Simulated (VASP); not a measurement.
# ZnS (P1) in VASP: single point with PBEsol

Aim: the single point of ZnS with PBEsol.

Program: VASP 6.6.1. These are calculated values, not measurements. Logs are shortened: lines on timing, memory, paths and dates and some standing lists are left out, and cuts for length are marked.

### 1 The cell of the first run

The typed cell holds 18 atoms: a = 6.592 Å, b = 6.592 Å, c = 9.607 Å, α = 83.43°, β = 76.78°, γ = 60.00°.

### 2 Single point, PBEsol (dynamics (nvt nose hoover) at 200 K, volume x 1.0, from the last frame before)

INCAR reads:

```
SYSTEM = ZnS
ALGO = Normal ; EDIFF = 1E-7
ENCUT = 520 ; GGA = PS
ISIF = 2 ; ISMEAR = -1
LASPH = .TRUE. ; LCHARG = .FALSE.
LREAL = Auto ; LWAVE = .FALSE.
NBANDS = 96 ; NELM = 100
PREC = Accurate ; SIGMA = 0.02
```

KPOINTS reads:

```
Automatic mesh
0
Gamma
  2 2 1
  0.5 0.5 0
```

POSCAR reads:

```
ZnS
1.0
    0.0000000000     -6.5924320200      0.0000000000
    5.7092136021     -3.2962160100      0.0000000000
    0.0000000000     -2.1974773400      9.3519478348
Zn S
9 9
Direct
    0.6721662413      0.6669932613      0.9984698552
    0.3341877521      0.3201870043      1.0023500094
    0.0125787397      0.0007659549      0.9982340754
    0.4645649383      0.6842010603      0.6661359869
    0.1077323770      0.3516873146      0.6750337054
    0.7870477504      1.0063012878      0.6585987335
    0.2005917034      0.6622796524      0.3337313312
    0.8561614177      0.3342896471      0.3409096219
    0.5460218343      0.9935329794      0.3319746918
    0.5613484253      0.6561392271      0.2546993463
    0.2309711878      0.3238997748      0.2527227527
    0.9088876854     -0.0112695030      0.2429838190
    0.1542734964      0.6641814905      0.5866498720
    0.8177155400      0.3380455058      0.5875300095
    0.4893205950      0.0140945856      0.5704702479
    0.3755819293      0.6537445015      0.9162872967
    0.0394666009      0.3237589498      0.9170391186
    0.7105117006      0.9961340381      0.9122137068
```

Potentials or basis: VASP PAW PBE potentials, release 64 (Zn, S).

On the command line:

```bash
$ cat potpaw_PBE.64/Zn/POTCAR potpaw_PBE.64/S/POTCAR > POTCAR
$ mpirun -np 1 vasp_std > vasp.out
```

OUTCAR:

```text
SYSTEM = ZnS
   EDIFF = 1E-7
   ENCUT = 520
   GGA = PS
   ISIF = 2
   ISMEAR = -1
   LASPH = .TRUE.
   LREAL = Auto
   NELM = 100
   PREC = Accurate

 ion  position               nearest neighbor table
   1  0.672  0.667  0.998-  16 2.31  18 2.35  17 2.38  10 2.41
   2  0.334  0.320  0.002-  17 2.26  11 2.34  18 2.37  16 2.38
   3  0.013  0.001  0.998-  17 2.26  12 2.30  18 2.34  16 2.38
   4  0.465  0.684  0.666-  15 2.33  14 2.34  16 2.35  13 2.41
   5  0.108  0.352  0.675-  17 2.27  13 2.27  14 2.30  15 2.46
   6  0.787  0.006  0.659-  15 2.28  14 2.31  13 2.36  18 2.37
[... 10 lines left out ...]
  17  0.039  0.324  0.917-   3 2.26   2 2.26   5 2.27   1 2.38
  18  0.711  0.996  0.912-   3 2.34   1 2.35   2 2.37   6 2.37

  LATTYP: Found a base centered monoclinic cell.
 ALAT       =     6.5924320200
 B/A-ratio  =     1.7320508076
 C/A-ratio  =     1.4572248504
 COS(beta)  =    -0.2287452985

  Lattice vectors:

 A1 = (   5.7092136021,   3.2962160100,   0.0000000000)
 A2 = (  -5.7092136021,   3.2962160100,   0.0000000000)
 A3 = (   0.0000000000,  -2.1974773400,   9.3519478348)

Analysis of symmetry for initial positions (statically):
=====================================================================
 Subroutine PRICEL returns:
 Original cell was already a primitive cell.

 Routine SETGRP: Setting up the symmetry group for a
 base centered monoclinic supercell.

 Subroutine GETGRP returns: Found  1 space group operations
 (whereof  1 operations were pure point group operations)
 out of a pool of  4 trial point group operations.

The static configuration has the point symmetry C_1 .

Analysis of symmetry for dynamics (positions and initial velocities):
=====================================================================
 Subroutine PRICEL returns:
 Original cell was already a primitive cell.

 Routine SETGRP: Setting up the symmetry group for a
 base centered monoclinic supercell.

 Subroutine GETGRP returns: Found  1 space group operations
 (whereof  1 operations were pure point group operations)
 out of a pool of  4 trial point group operations.

The dynamic configuration has the point symmetry C_1 .

 Subroutine INISYM returns: Found  1 space group operations
 (whereof  1 operations are pure point group operations),
 and found     1 'primitive' translations

----------------------------------------------------------------------------------------

                                     Primitive cell

  volume of cell :     351.9849

  direct lattice vectors                    reciprocal lattice vectors
     0.000000000 -6.592432020  0.000000000    -0.087577736 -0.151689088 -0.035643199
     5.709213602 -3.296216010  0.000000000     0.175155471  0.000000000  0.000000000
     0.000000000 -2.197477340  9.351947835     0.000000000  0.000000000  0.106929596

  length of vectors
     6.592432020  6.592432020  9.606655764     0.178745285  0.175155471  0.106929596

  position of ions in fractional coordinates (direct lattice)
     0.672166241  0.666993261  0.998469855
     0.334187752  0.320187004  0.002350009
     0.012578740  0.000765955  0.998234075
     0.464564938  0.684201060  0.666135987
     0.107732377  0.351687315  0.675033705
     0.787047750  0.006301288  0.658598733
[... 10 lines left out ...]
     0.039466601  0.323758950  0.917039119
     0.710511701  0.996134038  0.912213707

  ion indices of the primitive-cell ions
   primitive index   ion index
                 1           1
                 2           2
                 3           3
                 4           4
                 5           5
                 6           6
[... 10 lines left out ...]
                17          17
                18          18

----------------------------------------------------------------------------------------

 KPOINTS: Automatic mesh

Automatic generation of k-mesh.
 Grid dimensions read from file:
 generate k-points for:    2    2    1

 Generating k-lattice:

  Cartesian coordinates                     Fractional coordinates (reciprocal lattice)
    -0.043788868 -0.075844544 -0.017821599     0.500000000  0.000000000  0.000000000
     0.087577736  0.000000000  0.000000000     0.000000000  0.500000000  0.000000000
     0.000000000  0.000000000  0.106929596     0.000000000  0.000000000  1.000000000

  Length of vectors
     0.089372642  0.087577736  0.106929596

  Shift w.r.t. Gamma in fractional coordinates (k-lattice)
     0.500000000  0.500000000  0.000000000

 Subroutine IBZKPT returns following result:
 ===========================================

 Found      4 irreducible k-points:

 Following reciprocal coordinates:
            Coordinates               Weight
  0.250000  0.250000  0.000000      2.000000
 -0.250000  0.000000 -0.000000      2.000000
 -0.250000  0.250000 -0.000000      2.000000
  0.250000  0.500000  0.000000      2.000000
   k-points           NKPTS =      4   k-points in BZ     NKDIM =      4   number of bands    NBANDS=     96
   number of dos      NEDOS =    301   number of ions     NIONS =     18
   total plane-waves  NPLWV = 180000
   dimension x,y,z NGX =    50 NGY =   50 NGZ =   72
   dimension x,y,z NGXF=   100 NGYF=  100 NGZF=  144
   ions per type =               9   9
   NGX,Y,Z   is equivalent  to a cutoff of  12.61, 12.61, 12.46 a.u.
   NGXF,Y,Z  is equivalent  to a cutoff of  25.22, 25.22, 24.92 a.u.
 SYSTEM =  ZnS
   PREC   = accura    normal or accurate (medium, high low for compatibility)
   ISTART =      0    job   : 0-new  1-cont  2-samecut
   ICHARG =      2    charge: 1-file 2-atom 10-const
   ISPIN  =      1    spin polarized calculation?
   LNONCOLLINEAR =      F non collinear calculations
   LSORBIT =      F    spin-orbit coupling
   LASPH  =      T    aspherical Exc in radial PAW
   ENCUT  =  520.0 eV  38.22 Ry    6.18 a.u.  12.26 12.26 17.86*2*pi/ulx,y,z
   NELM   =    100;   NELMIN=  2; NELMDL= -5     # of ELM steps
   EDIFF  = 0.1E-06   stopping-criterion for ELM
   LREAL  =      T    real-space projection
   EDIFFG = 0.1E-05   stopping-criterion for IOM
   NSW    =      0    number of steps for IOM
   IBRION =     -1    ionic relax: 0-MD 1-quasi-New 2-CG
   NFREE  =      0    steps in history (QN), initial steepest desc. (CG)
   ISIF   =      2    stress and relaxation
   ISYM   =      2    0-nonsym 1-usesym 2-fastsym
   POTIM  = 0.5000    time-step for ionic-motion
   TEBEG  =    0.0;   TEEND  =   0.0 temperature during run
   PSTRESS=    0.0 pullay stress
   NELECT =     162.0000    total number of electrons
   NUPDOWN=      -1.0000    fix difference up-down
   EMIN   =  10.00;   EMAX   =-10.00  energy-range for DOS
   EFERMI =   0.00;   METHOD = LEGACY
   ISMEAR =    -1;   SIGMA  =   0.02  broadening in eV -4-tet -1-fermi 0-gaus
   EFERMI_NEDOS =   21; number of points for ismear=-14 and -15
   IALGO  =     38    algorithm
   IMIX   =      4    mixing-type and parameters
     AMIX     =   0.40;   BMIX     =  1.00
     AMIX_MAG =   1.60;   BMIX_MAG =  1.00
  volume/ion in A,a.u.               =      19.55       131.96
  Fermi-wavevector in a.u.,A,eV,Ry     =   1.263975  2.388566 21.737115  1.597633
  Thomas-Fermi vector in A             =   2.397304
   LORBIT       =      0    0 simple, 1 ext, 2 COOP (PROOUT), +10 PAW based schemes
   GGA     = PS    functional components
   LHFCALC =     F    Hartree Fock is set to
   AEXX    =    0.0000 exact exchange contribution
   IVDW    =     0    specifies the selected vdW correction
   LEPSILON=     F    determine dielectric tensor
   LRPA    =     F    only Hartree local field effects (RPA)
 non-spin polarized calculation
  energy-cutoff  :      520.00
  volume of cell :      351.98
 maximum number of plane-waves:      9470
 NGX is ok and might be reduce to    50
   NGX = 25   NGY = 25   NGZ = 35

 number of electron     161.9999977 magnetization

 Free energy of the ion-electron system (eV)
  ---------------------------------------------------
  ext. energy  EPLUGINS =         0.00000000
  ---------------------------------------------------
  free energy    TOTEN  =       -68.00261250 eV

  energy without entropy =      -68.00261250  energy(sigma->0) =      -68.00261250

 E-fermi :   2.4342     XC(G=0):  -9.8932

 val. band max:        1.9393604958   @ k =   0.2500   0.2500   0.0000
 cond. band min:       5.1358065387   @ k =  -0.2500   0.0000  -0.0000
 fundamental gap:      3.1964460429
 Fermi energy:         2.4341805996

 k-point     1 :       0.2500    0.2500    0.0000
  band No.  band energies     occupation
      1     -11.0099      2.00000
      2     -10.4941      2.00000
      3     -10.3172      2.00000
      4     -10.1822      2.00000
      5     -10.0884      2.00000
      6     -10.0016      2.00000
[... 85 lines left out ...]
     92       7.5815      0.00000
     93       7.7423      0.00000

 k-point     2 :      -0.2500    0.0000   -0.0000
  band No.  band energies     occupation
      1     -11.0108      2.00000
      2     -10.4946      2.00000
      3     -10.3242      2.00000
      4     -10.1547      2.00000
      5     -10.0941      2.00000
      6     -10.0240      2.00000
[... 85 lines left out ...]
     92       7.5044      0.00000
     93       7.7693      0.00000

 k-point     3 :      -0.2500    0.2500   -0.0000
  band No.  band energies     occupation
      1     -10.7848      2.00000
      2     -10.4632      2.00000
      3     -10.3319      2.00000
      4     -10.2117      2.00000
      5     -10.1379      2.00000
      6     -10.0824      2.00000
[... 85 lines left out ...]
     92       7.2260      0.00000
     93       7.4217      0.00000

 k-point     4 :       0.2500    0.5000    0.0000
  band No.  band energies     occupation
      1     -10.7826      2.00000
      2     -10.4579      2.00000
      3     -10.3278      2.00000
      4     -10.2574      2.00000
      5     -10.1101      2.00000
      6     -10.0511      2.00000
[... 85 lines left out ...]
     92       7.2098      0.00000
     93       7.3768      0.00000
 [bands above 93 left out]

------------------------ aborting loop because EDIFF is reached ----------------------------------------

  FORCE on cell =-STRESS in cart. coord.  units (eV):
  Direction    XX          YY          ZZ          XY          YZ          ZX
  --------------------------------------------------------------------------------------
  -------------------------------------------------------------------------------------
  Total       -3.7938001     -0.3984167     -3.3494889     -0.0123291     -1.2151960     -1.1905763
  in kB      -17.2687538     -1.8135274    -15.2463224     -0.0561200     -5.5313722     -5.4193074
  external PRESSURE =     -11.4428679 kB  Pullay stress =       0.0000000 kB

 VOLUME and BASIS-vectors are now :
 -----------------------------------------------------------------------------
  energy-cutoff  :      520.00
  volume of cell :      351.98
      direct lattice vectors                 reciprocal lattice vectors
     0.000000000 -6.592432020  0.000000000    -0.087577736 -0.151689088 -0.035643199
     5.709213602 -3.296216010  0.000000000     0.175155471  0.000000000  0.000000000
     0.000000000 -2.197477340  9.351947835     0.000000000  0.000000000  0.106929596

 POSITION                                       TOTAL-FORCE (eV/Angst)
 -----------------------------------------------------------------------------------
      3.80801     -8.82388      9.33764        -0.039007     -0.054695      0.231684
      1.82802     -3.26368      0.02198         0.033754     -0.574438      0.123830
      0.00437     -2.27905      9.33543        -0.554340      0.206441     -0.102468
      3.90625     -6.78171      6.22967        -0.114064      0.340298     -0.004881
      2.00786     -3.35283      6.31288        -0.450065     -0.230271     -0.449305
      0.03598     -6.65658      6.15918        -0.233836     -0.233292      0.274320
[... 10 lines left out ...]
      1.84841     -3.34253      8.57610         0.447796      0.188223      0.063088
      5.68714     -9.97204      8.53098        -0.034603      0.340184      0.076335
 -----------------------------------------------------------------------------------
    total drift:                                0.003850      0.002186     -0.000092

  FREE ENERGIE OF THE ION-ELECTRON SYSTEM (eV)
  ---------------------------------------------------
  free  energy   TOTEN  =       -68.0026125015 eV

  energy  without entropy=      -68.0026125015  energy(sigma->0) =      -68.00261250
```

It took 2.9 min on 1 thread of Intel Xeon Platinum 8559C (Emerald Rapids), shared host; peak memory 0.44 GiB.

What came out:

- Free energy: -68.0026 eV
- Pressure: -1.1 GPa
- Largest force: 1.081 eV/Å
- Band gap on the k mesh: 3.20 eV

Forces in eV/Å, atoms in the order of the input:
```
Zn  -0.039 -0.055  0.232
Zn   0.034 -0.574  0.124
Zn  -0.554  0.206 -0.102
Zn  -0.114  0.340 -0.005
Zn  -0.450 -0.230 -0.449
Zn  -0.234 -0.233  0.274
Zn  -0.216  0.019  0.219
Zn  -0.370 -0.363 -0.178
Zn  -0.088  0.187 -0.582
S    0.364 -0.414 -0.453
S    0.066 -0.027 -0.112
S    0.360 -0.055  0.434
S    0.471 -0.144 -0.267
S    0.062  0.193 -0.192
S    0.009  0.473  0.972
S    0.287  0.149 -0.052
S    0.448  0.188  0.063
S   -0.035  0.340  0.076
```

Stress tensor (GPa, compression positive):
```
-1.73 -0.01 -0.54
-0.01 -0.18 -0.55
-0.54 -0.55 -1.52
```

Caveat: the k points lie up to 0.67 Å⁻¹ apart; the PAW data sets were made with another functional, which shifts forces and pressure a little.
